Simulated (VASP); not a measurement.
A run of VASP 6.6.1 is set up as follows.

Contents of INCAR:

```
SYSTEM = AlN
PREC = Accurate ; ENCUT = 520
EDIFF = 1E-6 ; ISMEAR = 0
SIGMA = 0.05 ; LREAL = .False.
LASPH = .True. ; NELM = 60
ALGO = Normal ; ISIF = 2
LWAVE = .False. ; LCHARG = .True.
GGA = PS ; LELF = .True.
LVHAR = .True. ; NBANDS = 16
```

Contents of KPOINTS:

```
Automatic mesh
0
Gamma
  9 9 6
  0 0 0
```

The input POSCAR:

```
AlN
1.0
    3.2818000000      0.0000000000      0.0000000000
   -1.6409000000      2.8421221701      0.0000000000
    0.0000000000      0.0000000000      4.2655000000
Al N
2 2
Direct
    0.3333333333      0.6666666667      0.7500000000
    0.6666666667      0.3333333333      0.2500000000
    0.3333333333      0.6666666667      0.2500000000
    0.6666666667      0.3333333333      0.7500000000
```

Potentials or basis: VASP PAW PBE potentials, release 64 (Al, N).

Command:

```bash
$ cat potpaw_PBE.64/Al/POTCAR potpaw_PBE.64/N/POTCAR > POTCAR
$ mpirun -np 1 vasp_std > vasp.out
```

Q: Predict the band gap on the k mesh.

A: 3.12 eV, direct.

Q: Predict the pressure.

A: -2.5 GPa.

Stress tensor (GPa, compression positive):
```
-0.55  0.00  0.00
 0.00 -0.55  0.00
 0.00  0.00 -6.34
```

Caveat: the PAW data sets were made with another functional, which shifts forces and pressure a little.
